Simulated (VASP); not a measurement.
Wanted: the native input for a VASP 6.6.1 run.

```
Task                   : single point
Functional             : r2SCAN
Potentials or basis    : VASP PAW PBE potentials, release 64 (Fe, S)
Cutoff                 : 660 eV
k mesh                 : 4 × 4 × 4
Occupations            : fermi-dirac, width 0.02 eV
Spin                   : no spin polarisation
Dipole correction      : no
Further INCAR settings : ALGO = Normal; EDIFF = 1e-06; NBANDS = 52
```

The system is FeS2.

```
Fe S
1.0
     5.40301    0.00000    0.00000
     0.00000    5.40301    0.00000
     0.00000    0.00000    5.40301
Fe S
4 8
Direct
  0.00000 0.50000 0.50000
  0.50000 0.50000 0.00000
  0.50000 0.00000 0.50000
  0.00000 0.00000 0.00000
  0.38499 0.11501 0.88499
  0.11501 0.88499 0.38499
  0.88499 0.38499 0.11501
  0.61501 0.61501 0.61501
  0.38499 0.38499 0.38499
  0.11501 0.61501 0.88499
  0.88499 0.11501 0.61501
  0.61501 0.88499 0.11501
```

One way to write it, as run:

POSCAR

```
FeS2
1.0
    5.4030117461      0.0000000000      0.0000000000
    0.0000000000      5.4030117461      0.0000000000
    0.0000000000      0.0000000000      5.4030117461
Fe S
4 8
Direct
    0.0000000000      0.5000000000      0.5000000000
    0.5000000000      0.5000000000      0.0000000000
    0.5000000000      0.0000000000      0.5000000000
    0.0000000000      0.0000000000      0.0000000000
    0.3849931412      0.1150068588      0.8849931412
    0.1150068588      0.8849931412      0.3849931412
    0.8849931412      0.3849931412      0.1150068588
    0.6150068588      0.6150068588      0.6150068588
    0.3849931412      0.3849931412      0.3849931412
    0.1150068588      0.6150068588      0.8849931412
    0.8849931412      0.1150068588      0.6150068588
    0.6150068588      0.8849931412      0.1150068588
```

INCAR.step1

```
SYSTEM = FeS2
PREC = Accurate ; ENCUT = 660
ISMEAR = -1 ; SIGMA = 0.02
LREAL = .False. ; LASPH = .True.
NELM = 120 ; NBANDS = 52
GGA = PE ; ALGO = Normal
EDIFF = 1E-5 ; LWAVE = .True.
LCHARG = .False. ; GGA_COMPAT = .False.
```

INCAR.step2

```
SYSTEM = FeS2
PREC = Accurate ; ENCUT = 660
EDIFF = 1E-6 ; ISMEAR = -1
SIGMA = 0.02 ; LREAL = .False.
LASPH = .True. ; NELM = 120
ALGO = Normal ; ISIF = 2
LWAVE = .False. ; LCHARG = .False.
METAGGA = R2SCAN ; LMIXTAU = .True.
NBANDS = 52 ; ISTART = 1
GGA_COMPAT = .False.
```

KPOINTS

```
regular mesh
0
Gamma
  4 4 4
  0 0 0
```

Potentials or basis: VASP PAW PBE potentials, release 64 (Fe, S).

The run is started by

```console
$ cat potpaw_PBE.64/Fe/POTCAR potpaw_PBE.64/S/POTCAR > POTCAR
$ cp INCAR.step1 INCAR
$ mpirun -np 1 vasp_std > vasp.out
$ cp INCAR.step2 INCAR
$ mpirun -np 1 vasp_std > vasp.out
```

Results of the run:

The pressure is 0.0 GPa. The largest force is 0.087 eV/Å and the band gap on the k mesh is 0.95 eV (least direct gap 1.01 eV).

Caveat: the PAW data sets were made with another functional, which shifts forces and pressure a little.

It took 4 min on 1 thread of Intel(R) Xeon(R) 6975P-C (Granite Rapids), with other jobs on the host, peak memory 0.4 GiB.
